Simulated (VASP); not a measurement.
A run of VASP 6.6.1:

Contents of POSCAR:

```
LiF
1.0
    3.2800798956      0.0000000000      0.0000000000
   -1.6400399478      2.8406325161      0.0000000000
    0.0000000000      0.0000000000      3.9995958192
Li F
2 2
Direct
    0.3333333333      0.6666666667      0.2500000000
    0.6666666667      0.3333333333      0.7500000000
    0.6666666667      0.3333333333      0.2500000000
    0.3333333333      0.6666666667      0.7500000000
```

INCAR.step1

```
ALGO     = Normal         # electronic algorithm
EDIFF    = 1E-5           # SCF threshold, eV
ENCUT    = 520            # plane-wave cutoff, eV
GGA      = PE             # functional
ISIF     = 2              # what is computed and relaxed
ISMEAR   = 0              # smearing method
LASPH    = T              # aspherical terms in the spheres
LCHARG   = F              # write CHGCAR
LREAL    = F              # projectors in reciprocal space
LWAVE    = T              # write WAVECAR
NBANDS   = 18             # bands
NELM     = 60             # most SCF steps
PREC     = Accurate       # precision mode
SIGMA    = 0.01           # smearing width, eV
```

INCAR.step2

```
ALGO     = Normal         # electronic algorithm
EDIFF    = 1E-6           # SCF threshold, eV
ENCUT    = 520            # plane-wave cutoff, eV
GGA      = PE             # functional
HFSCREEN = 0.2079         # screening, 1/A
ISIF     = 2              # what is computed and relaxed
ISMEAR   = 0              # smearing method
ISTART   = 1            
LASPH    = T              # aspherical terms in the spheres
LCHARG   = F              # write CHGCAR
LHFCALC  = T              # exact exchange
LREAL    = F              # projectors in reciprocal space
LWAVE    = F              # write WAVECAR
NBANDS   = 18             # bands
NELM     = 60             # most SCF steps
PREC     = Accurate       # precision mode
PRECFOCK = Normal       
SIGMA    = 0.01           # smearing width, eV
```

Contents of KPOINTS:

```
k-points
0
Gamma
  6 6 4
```

Potentials or basis: VASP PAW PBE potentials, release 64 (Li_sv, F).

Command:

```console
$ cat potpaw_PBE.64/Li_sv/POTCAR potpaw_PBE.64/F/POTCAR > POTCAR
$ cp INCAR.step1 INCAR
$ mpirun -np 1 vasp_std > vasp.out
$ cp INCAR.step2 INCAR
$ mpirun -np 1 vasp_std > vasp.out
```

Hardware: 1 thread of Intel Xeon 8259CL, on a shared host.

Task: How long does it take, and how much memory?

Result: Wall time 54 min on 1 thread of Intel Xeon 8259CL, on a shared host, peak memory 0.26 GiB. Counts: k points 21.
